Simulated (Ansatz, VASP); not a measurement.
# MgO in VASP and in Ansatz

```
Mg O
1.0
     0.00000    2.13750    2.13750
     2.13750    0.00000    2.13750
     2.13750    2.13750    0.00000
Mg O
1 1
Cartesian
  0.0000 0.0000 0.0000
  2.1375 2.1375 2.1375
```

Alike in both runs: task single point; functional r2SCAN; k mesh 9 × 9 × 9; occupations fermi-dirac, width 0.02 eV; no spin polarisation.

```csv
,VASP,Ansatz
version,VASP 6.6.1,Ansatz 0.2.0
potentials or method,"VASP PAW PBE potentials, release 64 (Mg_sv, O), cutoff 660 eV","PAW, plane waves, scalar-relativistic"
valence electrons in the cell,16,16
```

```csv
,VASP,Ansatz,Ansatz less VASP
pressure (GPa),-7.7,-7.5,+0.15
```

VASP's potentials were made for PBE, not for r2SCAN.
